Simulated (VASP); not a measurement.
# Pd (Fm-3m) in VASP: further runs

Pd is run at these levels: LDA; tasks: single point, relaxation of cell and atoms.

Program: VASP 6.6.1. These are calculated values, not measurements. Logs are shortened: lines on timing, memory, paths and dates and some standing lists are left out, and cuts for length are marked.

## 1. The cell of the first run

Symmetry: Fm-3m, No. 225, cubic system. Conventional cell: a = 3.838 Å, b = 3.838 Å, c = 3.838 Å, α = 90.00°, β = 90.00°, γ = 90.00°. Pd (site symmetry m-3m) has 12 Pd at 2.71 Å within 3.6 Å.

## 2. Single point, LDA

INCAR reads:

```
SYSTEM = Pd
ALGO = Normal ; EDIFF = 1E-6
ENCUT = 500 ; GGA = CA
GGA_COMPAT = .False. ; ISIF = 2
ISMEAR = 1 ; LASPH = .True.
LCHARG = .False. ; LREAL = .False.
LWAVE = .False. ; NBANDS = 11
NELM = 120 ; PREC = Accurate
SIGMA = 0.1
```

KPOINTS reads:

```
k-points
0
Gamma
  10 10 10
  0 0 0
```

POSCAR reads:

```
Pd
1.0
    0.0000000000      1.9188171645      1.9188171645
    1.9188171645      0.0000000000      1.9188171645
    1.9188171645      1.9188171645      0.0000000000
Pd
1
Direct
    0.0000000000      0.0000000000      0.0000000000
```

Potentials or basis: VASP PAW LDA potentials, release 64 (Pd).

Command:

```sh
$ cat potpaw_LDA.64/Pd/POTCAR > POTCAR
$ mpirun -np 1 vasp_std > vasp.out
```

OUTCAR:

```text
SYSTEM = Pd
   EDIFF = 1E-6
   ENCUT = 500
   GGA = CA
   ISIF = 2
   ISMEAR = 1
   LASPH = .True.
   LREAL = .False.
   NELM = 120
   PREC = Accurate

 ion  position               nearest neighbor table
   1  0.000  0.000  0.000-

  LATTYP: Found a face centered cubic cell.
 ALAT       =     3.8376343290

  Lattice vectors:

 A1 = (   0.0000000000,   1.9188171645,   1.9188171645)
 A2 = (   1.9188171645,   0.0000000000,   1.9188171645)
 A3 = (   1.9188171645,   1.9188171645,   0.0000000000)

Analysis of symmetry for initial positions (statically):
=====================================================================
 Subroutine PRICEL returns:
 Original cell was already a primitive cell.

 Routine SETGRP: Setting up the symmetry group for a
 face centered cubic supercell.

 Subroutine GETGRP returns: Found 48 space group operations
 (whereof 48 operations were pure point group operations)
 out of a pool of 48 trial point group operations.

The static configuration has the point symmetry O_h .

Analysis of symmetry for dynamics (positions and initial velocities):
=====================================================================
 Subroutine PRICEL returns:
 Original cell was already a primitive cell.

 Routine SETGRP: Setting up the symmetry group for a
 face centered cubic supercell.

 Subroutine GETGRP returns: Found 48 space group operations
 (whereof 48 operations were pure point group operations)
 out of a pool of 48 trial point group operations.

The dynamic configuration has the point symmetry O_h .

 Subroutine INISYM returns: Found 48 space group operations
 (whereof 48 operations are pure point group operations),
 and found     1 'primitive' translations

----------------------------------------------------------------------------------------

                                     Primitive cell

  volume of cell :      14.1296

  direct lattice vectors                    reciprocal lattice vectors
     0.000000000  1.918817165  1.918817165    -0.260577198  0.260577198  0.260577198
     1.918817165  0.000000000  1.918817165     0.260577198 -0.260577198  0.260577198
     1.918817165  1.918817165  0.000000000     0.260577198  0.260577198 -0.260577198

  length of vectors
     2.713617258  2.713617258  2.713617258     0.451332946  0.451332946  0.451332946

  position of ions in fractional coordinates (direct lattice)
     0.000000000  0.000000000  0.000000000

  ion indices of the primitive-cell ions
   primitive index   ion index
                 1           1

----------------------------------------------------------------------------------------

 KPOINTS: k-points

Automatic generation of k-mesh.
 Grid dimensions read from file:
 generate k-points for:   10   10   10

 Generating k-lattice:

  Cartesian coordinates                     Fractional coordinates (reciprocal lattice)
    -0.026057720  0.026057720  0.026057720     0.100000000  0.000000000  0.000000000
     0.026057720 -0.026057720  0.026057720     0.000000000  0.100000000  0.000000000
     0.026057720  0.026057720 -0.026057720     0.000000000  0.000000000  0.100000000

  Length of vectors
     0.045133295  0.045133295  0.045133295

  Shift w.r.t. Gamma in fractional coordinates (k-lattice)
     0.000000000  0.000000000  0.000000000

 Subroutine IBZKPT returns following result:
 ===========================================

 Found     47 irreducible k-points:

 Following reciprocal coordinates:
            Coordinates               Weight
  0.000000  0.000000  0.000000      1.000000
  0.100000  0.000000  0.000000      8.000000
  0.200000  0.000000  0.000000      8.000000
  0.300000  0.000000  0.000000      8.000000
  0.400000  0.000000  0.000000      8.000000
  0.500000  0.000000  0.000000      4.000000
[... 16 lines left out ...]
  0.300000  0.300000  0.000000      6.000000
  0.400000  0.300000  0.000000     24.000000
 [... further k-points ...]
   k-points           NKPTS =     47   k-points in BZ     NKDIM =     47   number of bands    NBANDS=     11
   number of dos      NEDOS =    301   number of ions     NIONS =      1
   total plane-waves  NPLWV =   8000
   dimension x,y,z NGX =    20 NGY =   20 NGZ =   20
   dimension x,y,z NGXF=    40 NGYF=   40 NGZF=   40
   ions per type =               1
   NGX,Y,Z   is equivalent  to a cutoff of  12.25, 12.25, 12.25 a.u.
   NGXF,Y,Z  is equivalent  to a cutoff of  24.51, 24.51, 24.51 a.u.
 SYSTEM =  Pd
   PREC   = accura    normal or accurate (medium, high low for compatibility)
   ISTART =      0    job   : 0-new  1-cont  2-samecut
   ICHARG =      2    charge: 1-file 2-atom 10-const
   ISPIN  =      1    spin polarized calculation?
   LNONCOLLINEAR =      F non collinear calculations
   LSORBIT =      F    spin-orbit coupling
   LASPH  =      T    aspherical Exc in radial PAW
   ENCUT  =  500.0 eV  36.75 Ry    6.06 a.u.   4.95  4.95  4.95*2*pi/ulx,y,z
   NELM   =    120;   NELMIN=  2; NELMDL= -5     # of ELM steps
   EDIFF  = 0.1E-05   stopping-criterion for ELM
   LREAL  =      F    real-space projection
   EDIFFG = 0.1E-04   stopping-criterion for IOM
   NSW    =      0    number of steps for IOM
   IBRION =     -1    ionic relax: 0-MD 1-quasi-New 2-CG
   NFREE  =      0    steps in history (QN), initial steepest desc. (CG)
   ISIF   =      2    stress and relaxation
   ISYM   =      2    0-nonsym 1-usesym 2-fastsym
   POTIM  = 0.5000    time-step for ionic-motion
   TEBEG  =    0.0;   TEEND  =   0.0 temperature during run
   PSTRESS=    0.0 pullay stress
   NELECT =      10.0000    total number of electrons
   NUPDOWN=      -1.0000    fix difference up-down
   EMIN   =  10.00;   EMAX   =-10.00  energy-range for DOS
   EFERMI =   0.00;   METHOD = LEGACY
   ISMEAR =     1;   SIGMA  =   0.10  broadening in eV -4-tet -1-fermi 0-gaus
   EFERMI_NEDOS =   21; number of points for ismear=-14 and -15
   IALGO  =     38    algorithm
   IMIX   =      4    mixing-type and parameters
     AMIX     =   0.40;   BMIX     =  1.00
     AMIX_MAG =   1.60;   BMIX_MAG =  1.00
  volume/ion in A,a.u.               =      14.13        95.35
  Fermi-wavevector in a.u.,A,eV,Ry     =   1.458919  2.756958 28.959255  2.128445
  Thomas-Fermi vector in A             =   2.575547
   LORBIT       =      0    0 simple, 1 ext, 2 COOP (PROOUT), +10 PAW based schemes
   GGA     = CA    functional components
   LHFCALC =     F    Hartree Fock is set to
   AEXX    =    0.0000 exact exchange contribution
   IVDW    =     0    specifies the selected vdW correction
   LEPSILON=     F    determine dielectric tensor
   LRPA    =     F    only Hartree local field effects (RPA)
 non-spin polarized calculation
 Methfessel and Paxton  Order N= 1 SIGMA  =   0.10
  energy-cutoff  :      500.00
  volume of cell :       14.13
 maximum number of plane-waves:       368
   NGX =  9   NGY =  9   NGZ =  9

 number of electron      10.0000005 magnetization

 Free energy of the ion-electron system (eV)
  ---------------------------------------------------
  ext. energy  EPLUGINS =         0.00000000
  ---------------------------------------------------
  free energy    TOTEN  =        -6.50874561 eV

  energy without entropy =       -6.51037214  energy(sigma->0) =       -6.50928779

 E-fermi :  10.3717     XC(G=0): -13.7798

 val. band max:       10.3623569822   @ k =   0.5000   0.1000   0.0000
 cond. band min:      10.4102024968   @ k =   0.5000   0.2000   0.0000
 fundamental gap:      0.0478455146
 Fermi energy:        10.3716740798

 k-point     1 :       0.0000    0.0000    0.0000
  band No.  band energies     occupation
      1       2.7699      2.00000
      2       7.2810      2.00000
      3       7.2810      2.00000
      4       7.2810      2.00000
      5       9.0467      2.00000
      6       9.0467      2.00000
      7      27.4838      0.00000
      8      32.4517      0.00000
      9      32.4517      0.00000
     10      32.4517      0.00000
     11      35.9910      0.00000

 k-point     2 :       0.1000    0.0000    0.0000
  band No.  band energies     occupation
      1       3.1409      2.00000
      2       7.1515      2.00000
      3       7.4081      2.00000
      4       7.4081      2.00000
      5       8.9892      2.00000
      6       8.9892      2.00000
      7      27.8827      0.00000
      8      30.5007      0.00000
      9      32.9094      0.00000
     10      32.9094      0.00000
     11      36.0237      0.00000

 k-point     3 :       0.2000    0.0000    0.0000
  band No.  band energies     occupation
      1       4.0699      2.00000
      2       7.0220      2.00000
      3       7.6041      2.00000
      4       7.6041      2.00000
      5       9.0202      2.00000
      6       9.0202      2.00000
      7      26.9091      0.00000
      8      28.8048      0.00000
      9      34.0276      0.00000
     10      34.0276      0.00000
     11      36.0700      0.00000

 k-point     4 :       0.3000    0.0000    0.0000
  band No.  band energies     occupation
      1       4.7298      2.00000
      2       7.5233      2.00000
      3       7.5233      2.00000
      4       7.8245      2.00000
      5       9.4794      2.00000
      6       9.4794      2.00000
      7      23.3405      0.00000
      8      28.2192      0.00000
      9      34.1127      0.00000
     10      34.1127      0.00000
     11      36.8135      0.00000

 k-point     5 :       0.4000    0.0000    0.0000
  band No.  band energies     occupation
      1       4.7170      2.00000
      2       7.3239      2.00000
      3       7.3239      2.00000
      4       9.8227      2.00000
      5      10.0784      2.00027
      6      10.0784      2.00027
      7      19.8185      0.00000
      8      27.2528      0.00000
      9      32.4197      0.00000
     10      32.4197      0.00000
     11      36.0096      0.00000
[... 211 lines left out ...]
 k-point    21 :      -0.3000    0.2000    0.0000
  band No.  band energies     occupation
      1       5.7704      2.00000
      2       6.8342      2.00000
      3       7.3420      2.00000
      4       8.0956      2.00000
      5       9.2252      2.00000
      6      12.7070      0.00000
      7      21.6602      0.00000
      8      25.2111      0.00000
      9      29.8611      0.00000
     10      32.6115      0.00000
     11      36.0248      0.00000

 k-point    22 :      -0.2000    0.2000    0.0000
  band No.  band energies     occupation
      1       5.6521      2.00000
      2       6.5130      2.00000
      3       7.3766      2.00000
      4       8.2892      2.00000
      5       8.4418      2.00000
      6      11.0258     -0.00000
      7      24.9727      0.00000
      8      25.9821      0.00000
      9      31.1024      0.00000
     10      33.6717      0.00000
     11      35.2549      0.00000

 k-point    23 :       0.3000    0.3000    0.0000
  band No.  band energies     occupation
      1       5.1666      2.00000
      2       5.5817      2.00000
      3       9.0806      2.00000
      4       9.1917      2.00000
      5       9.1917      2.00000
      6       9.8565      2.00000
      7      27.2379      0.00000
      8      27.2379      0.00000
      9      27.7651      0.00000
     10      31.1506      0.00000
     11      32.9550      0.00000

 k-point    24 :       0.4000    0.3000    0.0000
  band No.  band energies     occupation
      1       5.1506      2.00000
      2       5.4315      2.00000
      3       8.7715      2.00000
      4       9.3285      2.00000
      5      10.2747      2.04344
      6      11.3850     -0.00000
      7      24.2627      0.00000
      8      26.0083      0.00000
      9      26.1896      0.00000
     10      31.6900      0.00000
     11      34.0045      0.00000

 [... further k-points ...]

------------------------ aborting loop because EDIFF is reached ----------------------------------------

  FORCE on cell =-STRESS in cart. coord.  units (eV):
  Direction    XX          YY          ZZ          XY          YZ          ZX
  --------------------------------------------------------------------------------------
  -------------------------------------------------------------------------------------
  Total        0.0326968      0.0326968      0.0326968      0.0000000      0.0000000      0.0000000
  in kB        3.7075345      3.7075345      3.7075345      0.0000000      0.0000000      0.0000000
  external PRESSURE =       3.7075345 kB  Pullay stress =       0.0000000 kB

 VOLUME and BASIS-vectors are now :
 -----------------------------------------------------------------------------
  energy-cutoff  :      500.00
  volume of cell :       14.13
      direct lattice vectors                 reciprocal lattice vectors
     0.000000000  1.918817165  1.918817165    -0.260577198  0.260577198  0.260577198
     1.918817165  0.000000000  1.918817165     0.260577198 -0.260577198  0.260577198
     1.918817165  1.918817165  0.000000000     0.260577198  0.260577198 -0.260577198

 POSITION                                       TOTAL-FORCE (eV/Angst)
 -----------------------------------------------------------------------------------
      0.00000      0.00000      0.00000        -0.000000      0.000000     -0.000000
 -----------------------------------------------------------------------------------
    total drift:                                0.000000      0.000000      0.000000

  FREE ENERGIE OF THE ION-ELECTRON SYSTEM (eV)
  ---------------------------------------------------
  free  energy   TOTEN  =        -6.5087456083 eV

  energy  without entropy=       -6.5103721399  energy(sigma->0) =       -6.50928779
```

Run time: 7.1 s. Hardware: 1 thread of Intel Xeon Platinum 8375C at 2.90GHz (Ice Lake), shared host; peak memory 0.12 GiB.

Results:

```
Free energy            : -6.5087 eV
Pressure               : 0.4 GPa
Band gap on the k mesh : zero (bands 5 and 6 overlap by 1.69 eV)
```

## 3. Relaxation of cell and atoms, LDA

This run uses another cell than the first one, of 14.72 Å³/atom.

INCAR reads:

```
SYSTEM = Pd
PREC = Accurate
ENCUT = 500
EDIFF = 1E-7
ISMEAR = 1
SIGMA = 0.1
LREAL = .False.
LASPH = .True.
NELM = 120
ALGO = Normal
ISIF = 3
LWAVE = .False.
LCHARG = .False.
IBRION = 2
NSW = 80
EDIFFG = -0.01
GGA_COMPAT = .False.
NELMIN = 4
```

KPOINTS reads:

```
regular mesh
0
Gamma
  10 10 10
  0 0 0
```

POSCAR reads:

```
Pd
1.0
    0.0000000000      1.9450000000      1.9450000000
    1.9450000000      0.0000000000      1.9450000000
    1.9450000000      1.9450000000      0.0000000000
Pd
1
Direct
    0.0000000000      0.0000000000      0.0000000000
```

Potentials or basis: VASP PAW LDA potentials, release 64 (Pd).

Command:

```sh
$ cat potpaw_LDA.64/Pd/POTCAR > POTCAR
$ mpirun -np 1 vasp_std > vasp.out
```

Run time: 19 s. Hardware: 1 thread of Intel Xeon Platinum 8375C at 2.90GHz (Ice Lake), shared host; peak memory 0.13 GiB.

The run converged. Its results:

```yaml
Free_energy: -6.5090 eV
Relaxed_volume: 14.15 Å³/atom
Relaxed_cell: a = 2.715 Å, b = 2.715 Å, c = 2.715 Å, α = 60.00°, β = 60.00°, γ = 60.00°
Space_group_after_relaxing_to_0.1_Å: Fm-3m (No. 225)
Energy_gained_by_relaxing: 14.8 meV/atom
Ionic_steps: 4
Pressure_after_relaxing: 0.0 GPa
Band_gap_on_the_k_mesh: zero (bands 5 and 6 overlap by 1.69 eV)
```

The path:
```csv
step,energy change (eV),largest force (eV/Å),pressure (GPa),volume (Å³)
1,0.0000,0.0000,-8.02,14.72
2,0.0377,0.0000,19.06,13.20
3,-0.0148,0.0000,-0.19,14.16
4,-0.0148,0.0000,-0.03,14.15
```

Final structure:
```
Pd
1.0
     0.00000    1.91979    1.91979
     1.91979    0.00000    1.91979
     1.91979    1.91979    0.00000
Pd
1
Direct
  0.00000 0.00000 0.00000
```

Levels at points of the mesh, in eV from the Fermi level:
| k point | band 2 | band 3 | band 4 | band 5 | band 6 | band 7 | band 8 | band 9 |
| --- | --- | --- | --- | --- | --- | --- | --- | --- |
| (0.00, 0.00, 0.00) | -3.08 | -3.08 | -3.08 | -1.32 | -1.32 | 17.11 | 22.07 | 22.07 |
| (0.50, 0.00, 0.00) | -3.13 | -3.13 | -0.03 | -0.03 | 0.83 | 7.57 | 16.50 | 21.30 |
| (0.50, 0.50, 0.00) | -5.52 | -0.05 | 0.31 | 0.31 | 3.22 | 11.14 | 13.27 | 13.27 |
